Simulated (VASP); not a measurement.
# HfN (P-6m2) in VASP: notebook, part 2 of 2

VASP 6.6.1. Earlier steps stand in the parts before.

**4. Single point, PBE (volume scaled by 1.040)**

File INCAR:

```
SYSTEM = HfN
ALGO = Normal
EDIFF = 1E-6
ENCUT = 600
GGA = PE
GGA_COMPAT = .FALSE.
ISIF = 2
ISMEAR = 0
LASPH = .TRUE.
LCHARG = .FALSE.
LREAL = .FALSE.
LWAVE = .FALSE.
NBANDS = 14
NELM = 120
PREC = Accurate
SIGMA = 0.05
```

File KPOINTS:

```
k-points
0
G
  14 14 12
  0 0 0
```

File POSCAR:

```
HfN
1.0
    3.1430123534      0.0000000000      0.0000000000
   -1.5715061767      2.7219285424      0.0000000000
    0.0000000000      0.0000000000      2.9452981022
Hf N
1 1
Direct
    0.0000000000      0.0000000000      0.0000000000
    0.6666666667      0.3333333333      0.5000000000
```

Potentials or basis: VASP PAW PBE potentials, release 64 (Hf_pv, N).

Command:

```bash
$ cat potpaw_PBE.64/Hf_pv/POTCAR potpaw_PBE.64/N/POTCAR > POTCAR
$ mpirun -np 1 vasp_std > vasp.out
```

OUTCAR:

```text
SYSTEM = HfN
   EDIFF = 1E-6
   ENCUT = 600
   GGA = PE
   ISIF = 2
   ISMEAR = 0
   LASPH = .TRUE.
   LREAL = .FALSE.
   NELM = 120
   PREC = Accurate

 ion  position               nearest neighbor table
   1  0.000  0.000  0.000-   2 2.34   2 2.34   2 2.34   2 2.34   2 2.34   2 2.34
   2  0.667  0.333  0.500-   1 2.34   1 2.34   1 2.34   1 2.34   1 2.34   1 2.34

  LATTYP: Found a hexagonal cell.
 ALAT       =     3.1430123534
 C/A-ratio  =     0.9370940267

  Lattice vectors:

 A1 = (   3.1430123534,   0.0000000000,   0.0000000000)
 A2 = (  -1.5715061767,   2.7219285424,   0.0000000000)
 A3 = (   0.0000000000,   0.0000000000,   2.9452981022)

Analysis of symmetry for initial positions (statically):
=====================================================================
 Subroutine PRICEL returns:
 Original cell was already a primitive cell.

 Routine SETGRP: Setting up the symmetry group for a
 hexagonal supercell.

 Subroutine GETGRP returns: Found 12 space group operations
 (whereof 12 operations were pure point group operations)
 out of a pool of 24 trial point group operations.

The static configuration has the point symmetry D_3h.

Analysis of symmetry for dynamics (positions and initial velocities):
=====================================================================
 Subroutine PRICEL returns:
 Original cell was already a primitive cell.

 Routine SETGRP: Setting up the symmetry group for a
 hexagonal supercell.

 Subroutine GETGRP returns: Found 12 space group operations
 (whereof 12 operations were pure point group operations)
 out of a pool of 24 trial point group operations.

The dynamic configuration has the point symmetry D_3h.

 Subroutine INISYM returns: Found 12 space group operations
 (whereof 12 operations are pure point group operations),
 and found     1 'primitive' translations

----------------------------------------------------------------------------------------

                                     Primitive cell

  volume of cell :      25.1972

  direct lattice vectors                    reciprocal lattice vectors
     3.143012353  0.000000000  0.000000000     0.318166105  0.183693287  0.000000000
    -1.571506177  2.721928542  0.000000000     0.000000000  0.367386573  0.000000000
     0.000000000  0.000000000  2.945298102     0.000000000  0.000000000  0.339524206

  length of vectors
     3.143012353  3.143012353  2.945298102     0.367386573  0.367386573  0.339524206

  position of ions in fractional coordinates (direct lattice)
     0.000000000  0.000000000  0.000000000
     0.666666667  0.333333333  0.500000000

  ion indices of the primitive-cell ions
   primitive index   ion index
                 1           1
                 2           2

----------------------------------------------------------------------------------------

 KPOINTS: k-points

Automatic generation of k-mesh.
 Grid dimensions read from file:
 generate k-points for:   14   14   12

 Generating k-lattice:

  Cartesian coordinates                     Fractional coordinates (reciprocal lattice)
     0.022726150  0.013120949  0.000000000     0.071428571  0.000000000  0.000000000
     0.000000000  0.026241898  0.000000000     0.000000000  0.071428571  0.000000000
     0.000000000  0.000000000  0.028293684     0.000000000  0.000000000  0.083333333
[... 41 lines left out ...]
   total plane-waves  NPLWV =  18816
   dimension x,y,z NGX =    28 NGY =   28 NGZ =   24
   dimension x,y,z NGXF=    56 NGYF=   56 NGZF=   48
   ions per type =               1   1
   NGX,Y,Z   is equivalent  to a cutoff of  14.81, 14.81, 13.55 a.u.
   NGXF,Y,Z  is equivalent  to a cutoff of  29.62, 29.62, 27.09 a.u.
 SYSTEM =  HfN
   PREC   = accura    normal or accurate (medium, high low for compatibility)
   ISTART =      0    job   : 0-new  1-cont  2-samecut
   ICHARG =      2    charge: 1-file 2-atom 10-const
   ISPIN  =      1    spin polarized calculation?
   LNONCOLLINEAR =      F non collinear calculations
   LSORBIT =      F    spin-orbit coupling
   LASPH  =      T    aspherical Exc in radial PAW
   ENCUT  =  600.0 eV  44.10 Ry    6.64 a.u.   6.28  6.28  5.88*2*pi/ulx,y,z
   NELM   =    120;   NELMIN=  2; NELMDL= -5     # of ELM steps
   EDIFF  = 0.1E-05   stopping-criterion for ELM
   LREAL  =      F    real-space projection
   EDIFFG = 0.1E-04   stopping-criterion for IOM
   NSW    =      0    number of steps for IOM
   IBRION =     -1    ionic relax: 0-MD 1-quasi-New 2-CG
   NFREE  =      0    steps in history (QN), initial steepest desc. (CG)
   ISIF   =      2    stress and relaxation
   ISYM   =      2    0-nonsym 1-usesym 2-fastsym
   POTIM  = 0.5000    time-step for ionic-motion
   TEBEG  =    0.0;   TEEND  =   0.0 temperature during run
   PSTRESS=    0.0 pullay stress
   NELECT =      15.0000    total number of electrons
   NUPDOWN=      -1.0000    fix difference up-down
   EMIN   =  10.00;   EMAX   =-10.00  energy-range for DOS
   EFERMI =   0.00;   METHOD = LEGACY
   ISMEAR =     0;   SIGMA  =   0.05  broadening in eV -4-tet -1-fermi 0-gaus
   EFERMI_NEDOS =   21; number of points for ismear=-14 and -15
   IALGO  =     38    algorithm
   IMIX   =      4    mixing-type and parameters
     AMIX     =   0.40;   BMIX     =  1.00
     AMIX_MAG =   1.60;   BMIX_MAG =  1.00
  volume/ion in A,a.u.               =      12.60        85.02
  Fermi-wavevector in a.u.,A,eV,Ry     =   1.377171  2.602476 25.804812  1.896600
  Thomas-Fermi vector in A             =   2.502349
   LORBIT       =      0    0 simple, 1 ext, 2 COOP (PROOUT), +10 PAW based schemes
   GGA     = PE    functional components
   LHFCALC =     F    Hartree Fock is set to
   AEXX    =    0.0000 exact exchange contribution
   IVDW    =     0    specifies the selected vdW correction
   LEPSILON=     F    determine dielectric tensor
   LRPA    =     F    only Hartree local field effects (RPA)
 non-spin polarized calculation
 Gauss-broadening in eV      SIGMA  =   0.05
  energy-cutoff  :      600.00
  volume of cell :       25.20
 maximum number of plane-waves:       857
 NGX is ok and might be reduce to    28
   NGX = 13   NGY = 13   NGZ = 11

 number of electron      15.0000001 magnetization

 Free energy of the ion-electron system (eV)
  ---------------------------------------------------
  ext. energy  EPLUGINS =         0.00000000
  ---------------------------------------------------
  free energy    TOTEN  =       -20.93587167 eV

  energy without entropy =      -20.93312738  energy(sigma->0) =      -20.93449952

 E-fermi :   6.5030     XC(G=0): -12.2343

 val. band max:        6.5006256785   @ k =   0.4286  -0.0000   0.2500
 cond. band min:       6.5030362250   @ k =   0.1429   0.1429   0.3333
 fundamental gap:      0.0024105465
 Fermi energy:         6.5029972809

 k-point     1 :       0.0000    0.0000    0.0000
  band No.  band energies     occupation
      1     -23.9311      2.00000
      2     -23.9311      2.00000
      3     -23.7288      2.00000
      4      -9.3604      2.00000
      5       3.1999      2.00000
      6       3.1999      2.00000
      7       4.3633      2.00000
      8       4.9104      2.00000
      9       8.2720      0.00000
     10      11.1364      0.00000
     11      11.1364      0.00000
     12      12.1650      0.00000
     13      12.1650      0.00000
     14      19.2739      0.00000
[... 377 lines left out ...]
      1     -24.5416      2.00000
      2     -24.3969      2.00000
      3     -23.6173      2.00000
      4      -7.3614      2.00000
      5       0.7285      2.00000
      6       2.2700      2.00000
      7       3.3443      2.00000
      8       7.4701      0.00000
      9       9.0320      0.00000
     10       9.7112      0.00000
     11      10.4889      0.00000
     12      14.7139      0.00000
     13      17.8159      0.00000
     14      19.0028      0.00000

 [... further k-points ...]

------------------------ aborting loop because EDIFF is reached ----------------------------------------

  FORCE on cell =-STRESS in cart. coord.  units (eV):
  Direction    XX          YY          ZZ          XY          YZ          ZX
  --------------------------------------------------------------------------------------
  -------------------------------------------------------------------------------------
  Total       -1.6138057     -1.6138057     -1.6858637      0.0000000     -0.0000000      0.0000000
  in kB     -102.6147413   -102.6147413   -107.1965940      0.0000000     -0.0000000      0.0000000
  external PRESSURE =    -104.1420255 kB  Pullay stress =       0.0000000 kB

 VOLUME and BASIS-vectors are now :
 -----------------------------------------------------------------------------
  energy-cutoff  :      600.00
  volume of cell :       25.20
      direct lattice vectors                 reciprocal lattice vectors
     3.143012353  0.000000000  0.000000000     0.318166105  0.183693287  0.000000000
    -1.571506177  2.721928542  0.000000000     0.000000000  0.367386573  0.000000000
     0.000000000  0.000000000  2.945298102     0.000000000  0.000000000  0.339524206

 POSITION                                       TOTAL-FORCE (eV/Angst)
 -----------------------------------------------------------------------------------
      0.00000      0.00000      0.00000        -0.000000     -0.000000      0.000000
      1.57151      0.90731      1.47265         0.000000      0.000000      0.000000
 -----------------------------------------------------------------------------------
    total drift:                               -0.000000      0.000000      0.000000

  FREE ENERGIE OF THE ION-ELECTRON SYSTEM (eV)
  ---------------------------------------------------
  free  energy   TOTEN  =       -20.9358716701 eV

  energy  without entropy=      -20.9331273788  energy(sigma->0) =      -20.93449952
```

OSZICAR:

```text
N       E                     dE             d eps       ncg     rms          rms(c)
DAV:   1     0.440242959071E+02    0.44024E+02   -0.84487E+03  4720   0.112E+03
DAV:   2    -0.214841202174E+02   -0.65508E+02   -0.61218E+02  6130   0.257E+02
DAV:   3    -0.239007513222E+02   -0.24166E+01   -0.24033E+01  5634   0.416E+01
DAV:   4    -0.239119966508E+02   -0.11245E-01   -0.11238E-01  5556   0.319E+00
DAV:   5    -0.239120839412E+02   -0.87290E-04   -0.87289E-04  5672   0.252E-01    0.433E+01
DAV:   6    -0.210820059932E+02    0.28301E+01   -0.71431E+00  5520   0.221E+01    0.371E+01
DAV:   7    -0.209683405511E+02    0.11367E+00   -0.51873E-01  5778   0.650E+00    0.244E+01
DAV:   8    -0.209452343736E+02    0.23106E-01   -0.17864E-01  6210   0.358E+00    0.650E+00
DAV:   9    -0.209359294697E+02    0.93049E-02   -0.23061E-02  5268   0.123E+00    0.164E+00
DAV:  10    -0.209359171952E+02    0.12274E-04   -0.11124E-03  6354   0.312E-01    0.504E-01
DAV:  11    -0.209358711702E+02    0.46025E-04   -0.86211E-05  5454   0.959E-02    0.495E-02
DAV:  12    -0.209358716701E+02   -0.49991E-06   -0.72388E-06  5904   0.228E-02
   1 F= -.20935872E+02 E0= -.20934500E+02  d E =-.274429E-02
```

stdout:

```text
POSCAR found type information on POSCAR HfN
 POSCAR found :  2 types and       2 ions
 scaLAPACK will be used
 LDA part: xc-table for (Slater+PW92), standard interpolation
 POSCAR, INCAR and KPOINTS ok, starting setup
 FFT: planning ... GRIDC
 FFT: planning ... GRID_SOFT
 FFT: planning ... GRID
 WAVECAR not read
 entering main loop
```

It took 46 s on 1 thread of Intel Xeon Platinum 8488C (Sapphire Rapids), shared host; peak memory 0.2 GiB.

Results:

```
Free energy : -20.9359 eV
Pressure    : -10.4 GPa
```

Caveat: the cell differs from its parent crystal (volume scaled by 1.040); spin-orbit coupling is left out, which moves the levels of the heavy elements.

**5. Single point, PBE (volume scaled by 1.070)**

File INCAR:

```
SYSTEM = HfN
  ALGO = Normal
  EDIFF = 1E-6
  ENCUT = 600
  GGA = PE
  GGA_COMPAT = .False.
  ISIF = 2
  ISMEAR = 0
  LASPH = .True.
  LCHARG = .True.
  LELF = .True.
  LREAL = .False.
  LVHAR = .True.
  LWAVE = .False.
  NBANDS = 14
  NELM = 120
  PREC = Accurate
  SIGMA = 0.05
```

File KPOINTS:

```
k-points
0
Gamma
  14 14 12
  0 0 0
```

File POSCAR:

```
HfN
1.0
    3.1751957615      0.0000000000      0.0000000000
   -1.5875978808      2.7498001915      0.0000000000
    0.0000000000      0.0000000000      2.9691412563
Hf N
1 1
Direct
    0.0000000000      0.0000000000      0.0000000000
    0.6666666667      0.3333333333      0.5000000000
```

Command:

```bash
$ cat potpaw_PBE.64/Hf_pv/POTCAR potpaw_PBE.64/N/POTCAR > POTCAR
$ mpirun -np 1 vasp_std > vasp.out
```

Run time: 47 s. Hardware: 1 thread of Intel Xeon Platinum 8488C (Sapphire Rapids), shared host; peak memory 0.21 GiB.

Results (log left out):

```yaml
Free_energy: -20.8776 eV
Pressure: -15.6 GPa
```

Stress tensor (GPa, compression positive):
```
-15.49   0.00   0.00
  0.00 -15.49   0.00
  0.00   0.00 -15.89
```

Levels at points of the mesh, in eV from the Fermi level:
| k point | band 3 | band 4 | band 5 | band 6 | band 7 | band 8 | band 9 | band 10 | band 11 | band 12 |
| --- | --- | --- | --- | --- | --- | --- | --- | --- | --- | --- |
| (0.00, 0.00, 0.00) | -30.34 | -15.70 | -3.23 | -3.23 | -2.06 | -1.57 | 1.56 | 4.49 | 4.49 | 5.48 |
| (0.50, 0.00, 0.00) | -30.25 | -14.04 | -6.38 | -3.05 | -2.18 | -1.57 | 4.40 | 4.69 | 5.90 | 6.12 |
| (0.00, 0.00, 0.50) | -30.46 | -13.62 | -7.36 | -2.49 | -2.49 | 1.48 | 1.48 | 3.62 | 4.12 | 4.12 |
| (0.50, 0.00, 0.50) | -30.61 | -14.07 | -5.45 | -4.47 | -4.01 | 0.58 | 4.52 | 6.04 | 7.26 | 7.33 |

Caveat: the cell differs from its parent crystal (volume scaled by 1.070); spin-orbit coupling is left out, which moves the levels of the heavy elements.

**6. Relaxation of shape and atoms at fixed volume, PBE (volume scaled by 1.040)**

File INCAR:

```
SYSTEM = HfN
  PREC = Accurate
  ENCUT = 600
  EDIFF = 1E-7
  ISMEAR = 0
  SIGMA = 0.05
  LREAL = .FALSE.
  LASPH = .TRUE.
  NELM = 120
  ALGO = Normal
  ISIF = 4
  LWAVE = .FALSE.
  LCHARG = .FALSE.
  GGA = PE
  IBRION = 2
  NSW = 60
  EDIFFG = -0.01
  GGA_COMPAT = .FALSE.
  NELMIN = 4
```

File KPOINTS:

```
regular mesh
0
G
  14 14 12
  0 0 0
```

File POSCAR:

```
HfN
1.0
    3.1414823198      0.0000000000      0.0000000000
   -1.5707411599      2.7206034945      0.0000000000
    0.0000000000      0.0000000000      2.9481677681
Hf N
1 1
Direct
    0.0000000000      0.0000000000      0.0000000000
    0.6666666667      0.3333333333      0.5000000000
```

Potentials or basis: VASP PAW PBE potentials, release 64 (Hf_pv, N).

Command:

```bash
$ cat potpaw_PBE.64/Hf_pv/POTCAR potpaw_PBE.64/N/POTCAR > POTCAR
$ mpirun -np 1 vasp_std > vasp.out
```

Wall time 92 s (1 thread of Intel Xeon Platinum 8259CL at 2.50GHz (Skylake/Cascade Lake), shared host); peak memory 0.2 GiB.

The run converged. Its results:

| Item | Value |
| --- | --- |
| Free energy | -20.9359 eV |
| Energy gained by relaxing | 0.1 meV/atom |
| Ionic steps | 3 |
| Pressure after relaxing | -10.4 GPa |

Step by step:
```tsv
step	energy change (eV)	largest force (eV/Å)	pressure (GPa)	volume (Å³)
1	0.0000	0.0000	-10.43	25.20
2	-0.0001	0.0000	-10.34	25.20
3	-0.0001	0.0000	-10.38	25.20
```

Final structure:
```xyz
2
Lattice="3.1441 0.0000 0.0000 -1.5720 2.7228 0.0000 0.0000 0.0000 2.9433" Properties=species:S:1:pos:R:3 pbc="T T T"
Hf    0.0000    0.0000    0.0000
N     1.5720    0.9076    1.4717
```

Levels at points of the mesh, in eV from the Fermi level:
```csv
k point,band 5,band 6,band 7,band 8,band 9,band 10
"(0.00, 0.00, 0.00)",-3.31,-3.31,-2.14,-1.59,1.76,4.64
"(0.50, 0.00, 0.00)",-6.49,-3.15,-2.20,-1.63,4.57,4.83
"(0.00, 0.00, 0.50)",-7.50,-2.55,-2.55,1.50,1.50,3.72
"(0.50, 0.00, 0.50)",-5.57,-4.56,-4.13,0.64,4.71,6.26
```

Caveat: the cell differs from its parent crystal (volume scaled by 1.040); spin-orbit coupling is left out, which moves the levels of the heavy elements.

**7. Overview**

```csv
task,level,potentials or basis,cell,gap on the mesh (eV),pressure (GPa)
single point,LDA,"VASP PAW LDA potentials, release 64 (Hf_pv, N)","a = 3.099, b = 3.099, c = 2.913 Å, angles 90.0, 90.0, 120.0°, 2 atoms",none,-14.8
single point,PBE,"VASP PAW PBE potentials, release 64 (Hf_pv, N)","a = 3.121, b = 3.121, c = 2.929 Å, angles 90.0, 90.0, 120.0°, 2 atoms",none,-6.5
single point,PBE,"VASP PAW PBE potentials, release 64 (Hf_pv, N)","a = 3.143, b = 3.143, c = 2.945 Å, angles 90.0, 90.0, 120.0°, 2 atoms",none,-10.4
single point,PBE,"VASP PAW PBE potentials, release 64 (Hf_pv, N)","a = 3.175, b = 3.175, c = 2.969 Å, angles 90.0, 90.0, 120.0°, 2 atoms",none,-15.6
relaxation of shape and atoms at fixed volume,PBE,"VASP PAW PBE potentials, release 64 (Hf_pv, N)","relaxed from a = 3.141, b = 3.141, c = 2.948 Å, angles 90.0, 90.0, 120.0°, 2 atoms",none,-10.4
```

Alike in all rows: no spin polarisation; k mesh 14 × 14 × 12; cutoff (eV) 600; smearing gaussian 0.05 eV.

Caveats: spin-orbit coupling is left out, which moves the levels of the heavy elements.

Total energies depend on the potentials used, so only differences within one code and one set of settings carry meaning.
